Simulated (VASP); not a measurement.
Here is a VASP 6.6.1 calculation.

File INCAR:

```
ALGO = Normal
EDIFF = 1E-6
ENCUT = 520
GGA = PE
ISIF = 2
ISMEAR = 0
IVDW = 12
LASPH = True
LCHARG = False
LREAL = False
LWAVE = False
NBANDS = 26
NELM = 80
PREC = Accurate
SIGMA = 0.1
```

File KPOINTS:

```
k-points
0
Gamma
  12 12 4
```

The input POSCAR:

```
PCS4
1.0
    3.0690302494      0.0000000000      0.0000000000
    0.0000000000      3.0690302494      0.0000000000
    0.0000000000      0.0000000000      9.8794322403
P C S
1 1 4
Direct
    0.0000000000      0.0000000000      0.0000000000
    0.5000000000      0.5000000000      0.5000000000
    0.5000000000      0.5000000000      0.1471971202
    0.0000000000      0.0000000000      0.6042192354
    0.0000000000      0.0000000000      0.3957807646
    0.5000000000      0.5000000000      0.8528028798
```

Potentials or basis: VASP PAW PBE potentials, release 64 (P, C, S).

Launch:

```bash
$ cat potpaw_PBE.64/P/POTCAR potpaw_PBE.64/C/POTCAR potpaw_PBE.64/S/POTCAR > POTCAR
$ mpirun -np 1 vasp_std > vasp.out
```

Predict the dispersion energy per atom.

-0.332 eV.

Predict the largest force.

0.122 eV/Å.

Estimate the pressure.

-0.2 GPa.

Forces in eV/Å, atoms in the order of the input:
```
P    0.000  0.000  0.000
C    0.000  0.000  0.000
S    0.000  0.000 -0.014
S    0.000  0.000 -0.122
S    0.000  0.000  0.122
S    0.000  0.000  0.014
```

Caveat: pairwise dispersion overbinds metals, which lowers pressure and volume.
